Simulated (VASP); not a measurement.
Here is a VASP 6.6.1 calculation.

INCAR

```
PREC     = Accurate       # precision mode
ENCUT    = 520            # plane-wave cutoff, eV
EDIFF    = 1E-6           # SCF threshold, eV
ISMEAR   = 0              # smearing method
SIGMA    = 0.15           # smearing width, eV
LREAL    = F              # projectors in reciprocal space
LASPH    = T              # aspherical terms in the spheres
NELM     = 60             # most SCF steps
ALGO     = Fast           # electronic algorithm
ISIF     = 2              # what is computed and relaxed
LWAVE    = F              # write WAVECAR
LCHARG   = F              # write CHGCAR
GGA      = PE             # functional
NBANDS   = 10             # bands
```

The input KPOINTS:

```
regular mesh
0
Gamma
  20 20 20
```

File POSCAR:

```
Ir
1.0
   -0.1015970341      1.9351816027      1.9351816027
    1.9351816027     -0.1015970341      1.9351816027
    1.8335845686      1.8335845686      0.0000000000
Ir
1
Direct
    0.0000000000      0.0000000000      0.0000000000
```

Potentials or basis: VASP PAW PBE potentials, release 64 (Ir).

The run is started by

```console
$ cat potpaw_PBE.64/Ir/POTCAR > POTCAR
$ mpirun -np 1 vasp_std > vasp.out
```

Q: What does it give for the band gap on the k mesh?

A: Zero (an odd number of electrons rules out a gap without spin polarisation).

Q: Estimate the pressure.

A: 5.6 GPa.

Stress tensor (GPa, compression positive):
```
 8.32 27.19  0.00
27.19  8.32  0.00
 0.00  0.00  0.21
```

Caveat: the cell differs from its parent crystal (engineering shear strain xy -0.1050, normal strain along z +0.0000); the cell stands under pressure; spin-orbit coupling is left out, which moves the levels of the heavy elements.
